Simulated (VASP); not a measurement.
Nb2Br:

```xyz
6
Lattice="0.0000 4.5382 4.6964 2.6300 0.0000 4.6964 2.6300 4.5382 0.0000" Properties=species:S:1:pos:R:3 pbc="T T T"
Nb    1.3150    0.7533    2.3482
Nb    1.3150    3.7849    2.3482
Nb    2.6300    1.5158    4.6964
Nb    2.6300    7.5607    4.6964
Br    3.9451    6.8074    7.0446
Br    2.6300    4.5382    4.6964
```

* Program: VASP 6.6.1
* Task: relaxation of cell and atoms
* Functional: PBE
* Potentials or basis: VASP PAW PBE potentials, release 64 (Nb_sv, Br)
* Cutoff: 600 eV
* k mesh: 4 × 4 × 4
* Occupations: gaussian, width 0.1 eV
* Spin: no spin polarisation

At the start: pressure -1.5 GPa; volume 18.69 Å³/atom.

Q: Where does the relaxation end?

A: Over 36 steps the energy falls by 205.3 meV/atom and the volume is 19.82 Å³/atom (+6.1 %); space group Fddd (No. 70, to 0.1 Å) before, I4_1/amd (No. 141, to 0.1 Å).

The path:
| step | energy change (eV) | largest force (eV/Å) | pressure (GPa) | volume (Å³) |
| --- | --- | --- | --- | --- |
| 1 | 0.0000 | 0.5329 | -1.49 | 112.11 |
| 2 | -0.1353 | 0.4285 | 1.72 | 109.28 |
| 3 | -0.1664 | 0.1302 | 5.79 | 106.35 |
| 4 | -0.1724 | 0.2331 | 4.56 | 107.17 |
| 5 | -0.2392 | 0.1068 | 3.79 | 108.14 |
| 6 | -0.3149 | 0.3435 | 2.76 | 110.64 |
| 7 | -0.3651 | 0.1357 | 0.10 | 113.05 |
| 8 | -0.3723 | 0.0234 | -1.34 | 114.49 |
| 9 | -0.3907 | 0.0097 | -0.82 | 114.00 |
| 10 | -0.4098 | 0.0713 | 0.47 | 112.92 |
| 11 | -0.4108 | 0.0911 | 0.85 | 112.62 |
| 12 | -0.4267 | 0.1292 | 0.47 | 113.34 |
| 13 | -0.4761 | 0.2329 | -0.38 | 115.43 |
| 14 | -0.7011 | 0.4023 | -1.79 | 119.14 |
| 15 | -1.0912 | 0.3789 | -4.57 | 124.67 |
| 16 | -1.0792 | 0.3514 | -3.91 | 123.54 |
| 17 | -1.0926 | 0.3665 | -4.17 | 123.99 |
| 18 | -1.0960 | 0.3658 | -4.23 | 124.10 |
| 19 | -1.1013 | 0.3626 | -4.36 | 124.34 |
| 20 | -1.1010 | 0.3506 | -4.61 | 124.81 |
| 21 | -1.1029 | 0.3588 | -4.47 | 124.54 |
| 22 | -1.1099 | 0.3439 | -4.32 | 124.35 |
| 23 | -1.1295 | 0.2999 | -3.85 | 123.79 |
| 24 | -1.1623 | 0.2063 | -2.88 | 122.65 |
| 25 | -1.2011 | 0.0017 | -0.78 | 120.41 |
| 26 | -1.1583 | 0.5051 | 4.07 | 115.98 |
| 27 | -1.2062 | 0.1073 | 0.26 | 119.36 |
| 28 | -1.2062 | 0.1176 | 0.37 | 119.26 |
| 29 | -1.2087 | 0.1208 | 0.34 | 119.28 |
| 30 | -1.2150 | 0.1295 | 0.25 | 119.36 |
| 31 | -1.2232 | 0.1545 | 0.10 | 119.50 |
| 32 | -1.2208 | 0.2246 | -0.07 | 119.76 |
| 33 | -1.2252 | 0.1817 | 0.00 | 119.61 |
| 34 | -1.2279 | 0.1194 | -0.20 | 119.64 |
| 35 | -1.2301 | 0.0137 | -0.57 | 119.70 |
| 36 | -1.2318 | 0.0147 | -0.01 | 118.95 |

Final structure:
```
CELL_PARAMETERS angstrom
0.00000 4.37191 3.69902
3.67760 0.00000 3.69902
3.67760 4.37191 0.00000
ATOMIC_POSITIONS crystal
Nb 0.09550 0.40450 0.09550
Nb 0.40450 0.09550 0.40450
Nb 0.15450 0.84550 0.15450
Nb 0.84550 0.15450 0.84550
Br 0.75000 0.75000 0.75000
Br 0.50000 0.50000 0.50000
```

Caveat: the k points lie up to 0.35 Å⁻¹ apart in the final cell, too coarse for converged energies and pressures of a metal.
